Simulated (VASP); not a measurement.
The system is CuI.

```
CELL_PARAMETERS angstrom
0.00000 3.09096 3.09096
3.09096 0.00000 3.09096
3.09096 3.09096 0.00000
ATOMIC_POSITIONS crystal
I 0.00000 0.00000 0.00000
Cu 0.75000 0.75000 0.75000
```

Program: VASP 6.6.1. Alike in all runs: task single point; potentials or basis VASP PAW PBE potentials, release 64 (I, Cu); no spin polarisation; cell as given; cutoff (eV) 520; smearing fermi-dirac 0.05 eV.

Problem. Order these runs on this cell by their pressure, lowest first.
A. level RPBE; k mesh 8 × 8 × 8
B. level HF; k mesh 4 × 4 × 4; grid for exact exchange (PRECFOCK) Normal; share of exact exchange 1
C. level SVWN5; k mesh 8 × 8 × 8
D. level PBE+D3(BJ); k mesh 8 × 8 × 8

Solution. C (-5.9 GPa), D (-3.4 GPa), A (0.2 GPa), B (5.5 GPa).

Caveats: some runs use coarse meshes; the PAW data sets were made with another functional, which shifts forces and pressure a little (at least some runs); the cell stands under tension (at least some runs).
